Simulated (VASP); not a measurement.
# Ga (P2_1/m) in VASP: settings compared, part 2 of 2

VASP 6.6.1. The steps go on from the part before.

### Step 5. Single point, PBE-based screened hybrid with 25 % exact exchange

This run uses another cell than the first one, of 18.19 Å³/atom.

The input, POSCAR:

```
Ga
1.0
    2.7784220849      0.0000000000      0.0000000000
    0.0000000000      3.2816087900      0.0000000000
   -1.3434310986      0.0000000000      3.9902731763
Ga
2
Direct
    0.1345962700      0.7500000000      0.7701668300
    0.8654037300      0.2500000000      0.2298331700
```

The input, INCAR.step1:

```
SYSTEM = Ga
ALGO = Normal
EDIFF = 1E-5
ENCUT = 520
GGA = PE
ISIF = 2
ISMEAR = -1
LASPH = .True.
LCHARG = .False.
LREAL = .False.
LWAVE = .True.
NBANDS = 20
NELM = 80
PREC = Accurate
SIGMA = 0.05
```

The input, INCAR.step2:

```
SYSTEM = Ga
AEXX = 0.25
ALGO = Normal
EDIFF = 1E-6
ENCUT = 520
GGA = PE
HFSCREEN = 0.3
ISIF = 2
ISMEAR = -1
ISTART = 1
LASPH = .True.
LCHARG = .False.
LHFCALC = .True.
LREAL = .False.
LWAVE = .False.
NBANDS = 20
NELM = 80
PREC = Accurate
PRECFOCK = Normal
SIGMA = 0.05
```

The input, KPOINTS:

```
k-points
0
Gamma
  5 4 4
  0 0 0
```

Started as:

```
cat potpaw_PBE.64/Ga_d/POTCAR > POTCAR
cp INCAR.step1 INCAR
mpirun -np 1 vasp_std > vasp.out
cp INCAR.step2 INCAR
mpirun -np 1 vasp_std > vasp.out
```

Wall time 79 min (1 thread of Oxide Virtual Turin-like, shared host); peak memory 0.24 GiB.

Results (log left out):

```yaml
Free_energy: -6.5304 eV
Pressure: 2.0 GPa
Largest_force: 0.023 eV/Å
Band_gap_on_the_k_mesh: zero (bands 13 and 14 overlap by 9.25 eV)
```

Forces on the atoms (eV/Å):
```
Ga   0.021  0.000  0.008
Ga  -0.021  0.000 -0.008
```

Stress tensor (GPa, compression positive):
```
 2.29  0.00 -0.40
 0.00  5.49  0.00
-0.40  0.00 -1.64
```

Levels at points of the mesh, in eV from the Fermi level:
```tsv
k point	band 9	band 10	band 11	band 12	band 13	band 14	band 15	band 16	band 17	band 18
(0.00, 0.00, 0.00)	-17.62	-17.48	-12.77	-2.47	-1.52	1.90	5.75	9.83	11.01	11.41
(0.00, 0.50, 0.00)	-17.55	-17.55	-8.80	-8.80	1.75	1.75	2.87	2.87	12.36	12.36
(0.00, 0.00, 0.50)	-17.58	-17.54	-10.52	-9.54	4.27	5.40	6.54	6.84	7.71	11.27
(0.00, 0.50, 0.50)	-17.62	-17.62	-6.75	-6.75	-4.97	-4.97	11.46	11.46	12.91	12.91
```

Caveat: the k points lie up to 0.48 Å⁻¹ apart, too coarse for converged energies and pressures of a metal; the PAW data sets were made with another functional, which shifts forces and pressure a little.

### Step 6. Single point, B3LYP

This run uses another cell than the first one, of 18.19 Å³/atom.

POSCAR is that of step 5.

The input, INCAR.step1:

```
SYSTEM = Ga
PREC = Accurate
ENCUT = 520
EDIFF = 1E-5
ISMEAR = -1
SIGMA = 0.05
LREAL = .FALSE.
LASPH = .TRUE.
NELM = 100
ALGO = Normal
ISIF = 2
LWAVE = .TRUE.
LCHARG = .FALSE.
NBANDS = 20
GGA = PE
```

The input, INCAR.step2:

```
SYSTEM = Ga
PREC = Accurate
ENCUT = 520
EDIFF = 1E-7
ISMEAR = -1
SIGMA = 0.05
LREAL = .FALSE.
LASPH = .TRUE.
NELM = 100
ALGO = Normal
ISIF = 2
LWAVE = .FALSE.
LCHARG = .FALSE.
GGA = B3
LHFCALC = .TRUE.
AEXX = 0.2
AGGAX = 0.72
AGGAC = 0.81
ALDAC = 0.19
PRECFOCK = Normal
NBANDS = 20
ISTART = 1
```

The input, KPOINTS:

```
regular mesh
0
G
  5 4 4
  0 0 0
```

Potentials or basis: VASP PAW PBE potentials, release 64 (Ga_d).

Started as:

```
cat potpaw_PBE.64/Ga_d/POTCAR > POTCAR
cp INCAR.step1 INCAR
mpirun -np 1 vasp_std > vasp.out
cp INCAR.step2 INCAR
mpirun -np 1 vasp_std > vasp.out
```

OUTCAR:

```text
SYSTEM = Ga
   PREC = Accurate
   ENCUT = 520
   EDIFF = 1E-7
   ISMEAR = -1
   LREAL = .FALSE.
   LASPH = .TRUE.
   NELM = 100
   ISIF = 2
   GGA = B3
   LHFCALC = .TRUE.
   AEXX = 0.2
   PRECFOCK = Normal
   ISTART = 1

 ion  position               nearest neighbor table
   1  0.135  0.750  0.770-   2 2.71   2 2.71   2 2.81   2 2.81   2 2.84   2 2.84
   2  0.865  0.250  0.230-   1 2.71   1 2.71   1 2.81   1 2.81   1 2.84   1 2.84

  LATTYP: Found a simple monoclinic cell.
 ALAT       =     2.7784220849
 B/A-ratio  =     1.1811052064
 C/A-ratio  =     1.5153762184
 COS(beta)  =    -0.3190778872

  Lattice vectors:

 A1 = (   2.7784220849,   0.0000000000,   0.0000000000)
 A2 = (   0.0000000000,   3.2816087900,   0.0000000000)
 A3 = (  -1.3434310986,   0.0000000000,   3.9902731763)

Analysis of symmetry for initial positions (statically):
=====================================================================
 Subroutine PRICEL returns:
 Original cell was already a primitive cell.

 Routine SETGRP: Setting up the symmetry group for a
 simple monoclinic supercell.

 Subroutine GETGRP returns: Found  4 space group operations
 (whereof  2 operations were pure point group operations)
 out of a pool of  4 trial point group operations.
[... 170 lines left out ...]

  energy without entropy =       -5.56926706  energy(sigma->0) =       -5.57067599

 E-fermi :   6.0192     XC(G=0):  -8.8954

 val. band max:        5.9660399954   @ k =   0.4000   0.5000   0.0000
 cond. band min:       6.6270032453   @ k =  -0.2000   0.5000   0.2500
 fundamental gap:      0.6609632499
 Fermi energy:         6.0191876299

 k-point     1 :       0.0000    0.0000    0.0000
  band No.  band energies     occupation
      1     -11.8543      2.00000
      2     -11.8510      2.00000
      3     -11.7878      2.00000
      4     -11.7821      2.00000
      5     -11.5275      2.00000
      6     -11.5267      2.00000
[... 541 lines left out ...]
     19      17.4501      0.00000
     20      17.4501      0.00000

 [... further k-points ...]

------------------------ aborting loop because EDIFF is reached ----------------------------------------

  FORCE on cell =-STRESS in cart. coord.  units (eV):
  Direction    XX          YY          ZZ          XY          YZ          ZX
  --------------------------------------------------------------------------------------
  -------------------------------------------------------------------------------------
  Total        1.4010187      2.2773196      0.3503676      0.0000000      0.0000000     -0.0748121
  in kB       61.6974006    100.2875222     15.4293229      0.0000000      0.0000000     -3.2945421
  external PRESSURE =      59.1380819 kB  Pullay stress =       0.0000000 kB

 VOLUME and BASIS-vectors are now :
 -----------------------------------------------------------------------------
  energy-cutoff  :      520.00
  volume of cell :       36.38
      direct lattice vectors                 reciprocal lattice vectors
     2.778422085  0.000000000  0.000000000     0.359916517  0.000000000  0.121175424
     0.000000000  3.281608790  0.000000000     0.000000000  0.304728584  0.000000000
    -1.343431099  0.000000000  3.990273176     0.000000000  0.000000000  0.250609408

 POSITION                                       TOTAL-FORCE (eV/Angst)
 -----------------------------------------------------------------------------------
     -0.66070      2.46121      3.07318         0.029043     -0.000000      0.010423
      2.09569      0.82040      0.91710        -0.029043      0.000000     -0.010423
 -----------------------------------------------------------------------------------
    total drift:                               -0.000000     -0.000000      0.000001

  FREE ENERGIE OF THE ION-ELECTRON SYSTEM (eV)
  ---------------------------------------------------
  free  energy   TOTEN  =        -5.5720849230 eV

  energy  without entropy=       -5.5692670611  energy(sigma->0) =       -5.57067599
```

Wall time 65 min (1 thread of Oxide Virtual Turin-like, shared host); peak memory 0.14 GiB.

What came out:

```yaml
Free_energy: -5.5721 eV
Pressure: 5.9 GPa
Largest_force: 0.031 eV/Å
Band_gap_on_the_k_mesh: zero (bands 13 and 14 overlap by 9.73 eV)
```

Forces on the atoms (eV/Å):
```
Ga   0.029  0.000  0.010
Ga  -0.029  0.000 -0.010
```

Caveat: the k points lie up to 0.48 Å⁻¹ apart, too coarse for converged energies and pressures of a metal; the PAW data sets were made with another functional, which shifts forces and pressure a little.

### Step 7. Overview

| level | cell | k mesh | share of exact exchange | screening parameter | gap on the mesh (eV) | pressure (GPa) | largest force (eV/Å) |
| --- | --- | --- | --- | --- | --- | --- | --- |
| PBE0 | a = 2.741, b = 3.237, c = 4.153 Å, angles 90.0, 108.6, 90.0°, 2 atoms, atomic positions A | 6 × 4 × 4 | 0.25 | - | none | 2.6 | 0.15 |
| HSE06 | a = 2.815, b = 3.393, c = 4.149 Å, angles 90.0, 109.2, 90.0°, 2 atoms, atomic positions B | 5 × 4 × 4 | 0.25 | 0.2079 1/Å | none | 0.2 | - |
| PBE-based screened hybrid with 25 % exact exchange | a = 2.820, b = 3.399, c = 4.153 Å, angles 90.0, 109.2, 90.0°, 2 atoms, atomic positions C | 5 × 4 × 4 | 0.25 | 0.3 1/Å | none | 0.2 | - |
| PBE-based screened hybrid with 25 % exact exchange | a = 2.778, b = 3.282, c = 4.210 Å, angles 90.0, 108.6, 90.0°, 2 atoms, atomic positions A | 5 × 4 × 4 | 0.25 | 0.3 1/Å | none | 2.0 | 0.02 |
| B3LYP | a = 2.778, b = 3.282, c = 4.210 Å, angles 90.0, 108.6, 90.0°, 2 atoms, atomic positions A | 5 × 4 × 4 | 0.2 | - | none | 5.9 | 0.03 |

Alike in all rows: task single point; potentials or basis VASP PAW PBE potentials, release 64 (Ga_d); no spin polarisation; cutoff (eV) 520; smearing fermi-dirac 0.05 eV.

Caveats: all runs use coarse meshes; the PAW data sets were made with another functional, which shifts forces and pressure a little.

Total energies depend on the potentials used, so only differences within one code and one set of settings carry meaning.

The gap in the log of VASP goes by the Fermi energy; the results here count the filled bands.